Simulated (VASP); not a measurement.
A run of VASP 6.6.1 is set up as follows.

INCAR

```
SYSTEM = LiF
PREC = Accurate
ENCUT = 520
EDIFF = 1E-6
ISMEAR = 0
SIGMA = 0.01
LREAL = .FALSE.
LASPH = .TRUE.
NELM = 60
ALGO = Normal
ISIF = 2
LWAVE = .FALSE.
LCHARG = .FALSE.
GGA = PE
NBANDS = 12
```

File KPOINTS:

```
Automatic mesh
0
G
  6 6 6
  0 0 0
```

POSCAR

```
LiF
1.0
    0.0000000000      1.9948691814      1.9948691814
    1.9948691814      0.0000000000      1.9948691814
    1.9948691814      1.9948691814      0.0000000000
Li F
1 1
Direct
    0.0000000000      0.0000000000      0.0000000000
    0.5000000000      0.5000000000      0.5000000000
```

Potentials or basis: VASP PAW PBE potentials, release 64 (Li_sv, F).

Run with:

```sh
$ cat potpaw_PBE.64/Li_sv/POTCAR potpaw_PBE.64/F/POTCAR > POTCAR
$ mpirun -np 1 vasp_std > vasp.out
```

(1) Predict the band gap on the k mesh.

Answers

(1) 9.35 eV, direct.

Caveat: the k points lie up to 0.45 Å⁻¹ apart.
